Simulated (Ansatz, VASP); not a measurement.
Be5ZnSe6 in VASP and in Ansatz

```
Be Zn Se
1.0
     3.72367    0.00000    0.00000
    -1.86183    3.22479    0.00000
     0.00000    0.00000   18.33088
Be Zn Se
5 1 6
Cartesian
  0.0000 2.1499 0.0818
  1.8618 1.0749 15.4459
  0.0000 2.1499 8.9967
  1.8618 1.0749 6.0235
  0.0000 0.0000 3.0527
  0.0000 0.0000 12.1754
  0.0000 2.1499 16.1718
  1.8618 1.0749 13.2171
  0.0000 0.0000 9.7208
  0.0000 2.1499 6.7549
  1.8618 1.0749 3.7837
  0.0000 0.0000 0.8129
```

Alike in both runs: task relaxation of cell and atoms; functional PBE; k mesh 12 × 12 × 2; occupations gaussian, width 0.02 eV; no spin polarisation.

```csv
,VASP,Ansatz
version,VASP 6.6.1,Ansatz 0.2.0
potentials or method,"VASP PAW PBE potentials, release 64 (Be, Zn, Se), cutoff 600 eV","scalar-relativistic, plane waves, PAW"
valence electrons in the cell,58,118
```

|  | VASP | Ansatz | Ansatz less VASP |
| --- | --- | --- | --- |
| gap on the k mesh at the Fermi level, each at its own relaxed structure (eV) | 2.12 | 2.13 | +0.005 |
| relaxed volume (Å³/atom) | 18.40 | 18.34 | -0.057 |
| relaxed length of the cell vector where the two differ most in proportion (Å) | 3.728 | 3.724 | -0.0042 |

VASP's potentials hold 58 valence electrons a cell and Ansatz's 118, so a difference there can come from the potentials and not from the codes.
